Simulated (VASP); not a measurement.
Al:

```
Al
1.0
    -1.58054    1.58054    1.58054
     1.58054   -1.58054    1.58054
     1.58054    1.58054   -1.58054
Al
1
Direct
  0.00000 0.00000 0.00000
```

This cell differs from its parent crystal: volume scaled by 0.98.

Base run:

- Program: VASP 6.6.1
- Functional: PBE
- Potentials or basis: VASP PAW PBE potentials, release 64 (Al)
- Cutoff: 520 eV
- k mesh: 12 × 12 × 12
- Occupations: fermi-dirac, width 0.05 eV
- Spin: no spin polarisation

Its results: pressure 5.6 GPa.

Q: After a change of settings the same cell gave: pressure 1.9 GPa. Which change was it?
A. functional from PBE to PBE0; cutoff from 520 eV to 400 eV; k mesh from 12 × 12 × 12 to 6 × 6 × 6
B. functional from PBE to r2SCAN; further incar settings from ALGO = Normal; EDIFF = 1e-06; NBANDS = 8 to ALGO = Normal; EDIFF = 1e-07; NBANDS = 8
C. cutoff from 520 eV to 500 eV
D. functional from PBE to PBE0; k mesh from 12 × 12 × 12 to 6 × 6 × 6

A: B.

Caveats: the PAW data sets were made with another functional, which shifts forces and pressure a little (some runs).
